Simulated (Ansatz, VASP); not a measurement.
**Mn3H: VASP beside Ansatz**

```
Mn H
1.0
     3.37433    0.00000    0.00000
     0.00000    3.37433    0.00000
     0.00000    0.00000    3.37433
Mn H
3 1
Direct
  0.00000 0.50000 0.50000
  0.50000 0.00000 0.50000
  0.50000 0.50000 0.00000
  0.00000 0.00000 0.00000
```

Alike in both runs: functional PBE; k mesh 6 × 6 × 6; occupations gaussian, width 0.1 eV; collinear spin.

Ansatz relaxed the structure, and its values are those at the end. VASP's run is a single point on that final structure, the one shown.

|  | VASP | Ansatz |
| --- | --- | --- |
| version | VASP 6.6.1 | Ansatz 0.2.0 |
| potentials or method | VASP PAW PBE potentials, release 64 (Mn_pv, H), cutoff 520 eV | scalar-relativistic, plane waves, PAW |
| valence electrons in the cell | 40 | 46 |

```tsv
	VASP	Ansatz	Ansatz less VASP
gap on the k mesh at the Fermi level (eV)	none	none	-
pressure (GPa)	0.0	-0.1	-0.04
net moment per atom (μB)	0.63	0.63	-0.006
size of the moment on the site where the two differ most (μB)	0.84	0.82	-0.023
```

Site moments also hang on the region over which each program counts them. A gap of «none» marks a metal or a gap that the smearing closes. VASP's potentials hold 40 valence electrons a cell and Ansatz's 46, so a difference there can come from the potentials and not from the codes.
